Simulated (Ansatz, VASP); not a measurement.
## One calculation of HgTe, two programs

Contents of INCAR:

```
SYSTEM = HgTe
PREC     = Accurate       ! precision mode
ENCUT    = 520            ! plane-wave cutoff, eV
EDIFF    = 1E-8           ! SCF threshold, eV
ISMEAR   = -1             ! smearing method
SIGMA    = 0.03           ! smearing width, eV
LREAL    = .False.        ! projectors in reciprocal space
LASPH    = .True.         ! aspherical terms in the spheres
NELM     = 60             ! most SCF steps
ALGO     = Normal         ! electronic algorithm
ISIF     = 2              ! what is computed and relaxed
LWAVE    = .False.        ! write WAVECAR
LCHARG   = .False.        ! write CHGCAR
GGA      = CA             ! functional
LEFG     = .True.       
NBANDS   = 16             ! bands
```

The input KPOINTS:

```
regular mesh
0
Gamma
  11 11 11
  0 0 0
```

File POSCAR:

```
HgTe
1.0
    0.0644700000      3.2557350000      3.2557350000
    3.2557350000      0.0644700000      3.2557350000
    3.2557350000      3.2557350000      0.0644700000
Hg Te
1 1
Direct
    0.0000000000      0.0000000000      0.0000000000
    0.7500000000      0.7500000000      0.7500000000
```

Input for Ansatz:

```yaml
crystal:
  lattice:
    - [0.06447, 3.255735, 3.255735]
    - [3.255735, 0.06447, 3.255735]
    - [3.255735, 3.255735, 0.06447]
  atoms:
    - { symbol: Hg, position: [0.0, 0.0, 0.0] }
    - { symbol: Te, position: [0.75, 0.75, 0.75] }
kpoints:
  mp_grid: { grid: [11, 11, 11] }
scf:
  occupations: { method: fermi_dirac, width: 0.03 }
hamiltonian:
  xc: lda
  pseudopotentials: { kind: all_electron, datasets: crystal }
output:
  forces: true
  stress: true
  eigenvalues: true
  efg: { contact_densities: true }
```

Change from the starting cell: equal xy, yz and zx shear strains of +2 %, crystal datasets.

Alike in both runs: task electric field gradients; functional LDA; k mesh 11 × 11 × 11; occupations fermi-dirac, width 0.03 eV; no spin polarisation.

|  | VASP | Ansatz |
| --- | --- | --- |
| version | VASP 6.6.1 | Ansatz 0.2.0 |
| potentials or method | VASP PAW LDA potentials, release 64 (Hg, Te), cutoff 520 eV | all-electron PAW with datasets made for the crystal, scalar-relativistic |

|  | VASP | Ansatz | Ansatz less VASP |
| --- | --- | --- | --- |
| pressure (GPa) | 0.1 | -0.2 | -0.25 |
| traceless stress, the component that is largest in VASP (GPa) | -0.79 | -0.77 | +0.020 |
| rms of the force components (eV/Å) | 0.099 | 0.093 | -0.0060 |
| size of Vzz on the site where it differs most (V/Å²) | 56.5 | 47.0 | -9.54 |

LDA's correlation is that of Perdew and Zunger in VASP and of Perdew and Wang (1992) in Ansatz. Atom by atom the forces differ by 0.006 eV/Å (rms over components). Ansatz ran all-electron here, and VASP with PAW potentials.

Neither program's run includes spin-orbit coupling.
